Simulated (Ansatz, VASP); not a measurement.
# One calculation of NiO2, two programs

The input INCAR:

```
ALGO = Normal
EDIFF = 1E-6
ENCUT = 520
GGA = PS
ISIF = 2
ISMEAR = 0
LASPH = True
LCHARG = False
LREAL = False
LWAVE = False
NBANDS = 18
NELM = 100
PREC = Accurate
SIGMA = 0.05
```

File KPOINTS:

```
k-points
0
Gamma
  12 12 6
```

The input POSCAR:

```
NiO2
1.0
    2.7304424938      0.0000000000      0.0000000000
   -1.3652212469      2.3646325632      0.0000000000
    0.0000000000      0.0000000000      5.1695467736
Ni O
1 2
Direct
    0.0000000000      0.0000000000      0.5000000000
    0.6666666667      0.3333333333      0.7379352920
    0.3333333333      0.6666666667      0.2620647080
```

Input for Ansatz:

```yaml
crystal:
  lattice:
    - [2.7304424938, 0.0, 0.0]
    - [-1.3652212469, 2.3646325632, 0.0]
    - [0.0, 0.0, 5.1695467736]
  atoms:
    - { symbol: Ni, position: [0.0, 0.0, 0.5] }
    - { symbol: O, position: [0.6666666667, 0.3333333333, 0.737935292] }
    - { symbol: O, position: [0.3333333333, 0.6666666667, 0.262064708] }
basis:
  ecutwfc: 520.0
kpoints:
  mp_grid: { grid: [12, 12, 6] }
hamiltonian:
  xc: pbesol
scf:
  occupations: { method: gaussian, width: 0.05 }
output:
  forces: true
  stress: true
  eigenvalues: true
```

Alike in both runs: task single point; functional PBEsol; k mesh 12 × 12 × 6; occupations gaussian, width 0.05 eV; no spin polarisation.

```csv
,VASP,Ansatz
version,VASP 6.6.1,Ansatz 0.2.0
potentials or method,"VASP PAW PBE potentials, release 64 (Ni, O), cutoff 520 eV","scalar-relativistic, plane waves, PAW"
valence electrons in the cell,22,30
```

```csv
,VASP,Ansatz,Ansatz less VASP
gap on the k mesh at the Fermi level (eV),0.72,0.75,+0.028
least direct gap on the mesh (eV),0.76,0.78,+0.016
pressure (GPa),-23.4,-23.7,-0.25
"traceless stress, the component that is largest in VASP (GPa)",-21.31,-21.63,-0.326
rms of the force components (eV/Å),1.766,1.810,+0.0435
```

VASP's potentials were made for PBE, not for PBEsol. Atom by atom the forces differ by 0.044 eV/Å (rms over components). With one functional, cell and mesh, what is left measures potentials, basis and numerics. VASP's potentials hold 22 valence electrons a cell and Ansatz's 30, so a difference there can come from the potentials and not from the codes.
